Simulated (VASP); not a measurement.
Set up this calculation in VASP 6.6.1, as the native input.

| Property | Result |
| --- | --- |
| Task | single point |
| Functional | PBEsol |
| Potentials or basis | VASP PAW PBE potentials, release 64 (V_sv, N) |
| Cutoff | 520 eV |
| k mesh | 12 × 12 × 12 |
| Occupations | gaussian, width 0.1 eV |
| Spin | no spin polarisation |
| Dipole correction | no |
| Further INCAR settings | ALGO = Normal; EDIFF = 1e-07; NBANDS = 32 |

The structure of VN2 lies in POSCAR:

```
VN2
1.0
   -2.0901182091      2.0901182091      2.3976080720
    2.0901182091     -2.0901182091      2.3976080720
    2.0901182091      2.0901182091     -2.3976080720
V N
2 4
Direct
    0.2500000000      0.2500000000      0.0000000000
    0.7500000000      0.7500000000      0.0000000000
    0.1155839039      0.6155839039      0.7311678077
    0.6155839039      0.8844160961      0.5000000000
    0.8844160961      0.3844160961      0.2688321923
    0.3844160961      0.1155839039      0.5000000000
```

This cell differs from its parent crystal: volume scaled by 0.94, then relaxed in part.

The input as run:

INCAR

```
PREC = Accurate
ENCUT = 520
EDIFF = 1E-7
ISMEAR = 0
SIGMA = 0.1
LREAL = False
LASPH = True
NELM = 100
ALGO = Normal
ISIF = 2
LWAVE = False
LCHARG = False
GGA = PS
NBANDS = 32
```

KPOINTS

```
regular mesh
0
Gamma
  12 12 12
```

Potentials or basis: VASP PAW PBE potentials, release 64 (V_sv, N).

Command:

```sh
$ cat potpaw_PBE.64/V_sv/POTCAR potpaw_PBE.64/N/POTCAR > POTCAR
$ mpirun -np 1 vasp_std > vasp.out
```

Results of the run:

* Pressure: 25.5 GPa
* Largest force: 0.083 eV/Å
* Band gap on the k mesh: zero (band 23 reaches 13.20 eV, above the bottom of band 24 at 12.75 eV)

Caveat: the PAW data sets were made with another functional, which shifts forces and pressure a little; the run has no spin polarisation, though such a crystal can be magnetic.

Wall time 2.2 min on 1 thread of Intel(R) Xeon(R) Platinum 8488C (Sapphire Rapids), on a shared host, peak memory 0.29 GiB.
